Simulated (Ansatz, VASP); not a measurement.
**One calculation of TiTe2, two programs**

```
Ti Te
1.0
     3.77311    0.00000    0.00000
    -1.88655    3.26761    0.00000
     0.00000    0.00000    6.57454
Ti Te
1 2
Direct
  0.00000 0.00000 0.00000
  0.66667 0.33333 0.25812
  0.33333 0.66667 0.74188
```

Alike in both runs: functional r2SCAN; dispersion D3(BJ); k mesh 15 × 15 × 8; occupations fermi-dirac, width 0.15 eV; no spin polarisation.

Ansatz relaxed the structure, and its values are those at the end. VASP's run is a single point on that final structure, the one shown.

|  | VASP | Ansatz |
| --- | --- | --- |
| version | VASP 6.6.1 | Ansatz 0.2.0 |
| potentials or method | VASP PAW PBE potentials, release 64 (Ti_sv, Te), cutoff 520 eV | scalar-relativistic, plane waves, PAW |
| valence electrons in the cell | 24 | 44 |

```csv
,VASP,Ansatz,Ansatz less VASP
gap on the k mesh at the Fermi level (eV),none,none,-
pressure (GPa),0.1,0.0,-0.12
rms of the force components (eV/Å),0.009,0.000,-0.0090
```

VASP's potentials were made for PBE, not for r2SCAN. A gap of «none» marks a metal or a gap that the smearing closes. VASP's potentials hold 24 valence electrons a cell and Ansatz's 44, so a difference there can come from the potentials and not from the codes. Ansatz's warnings: dispersion damping borrowed.

Neither program's run includes spin-orbit coupling.
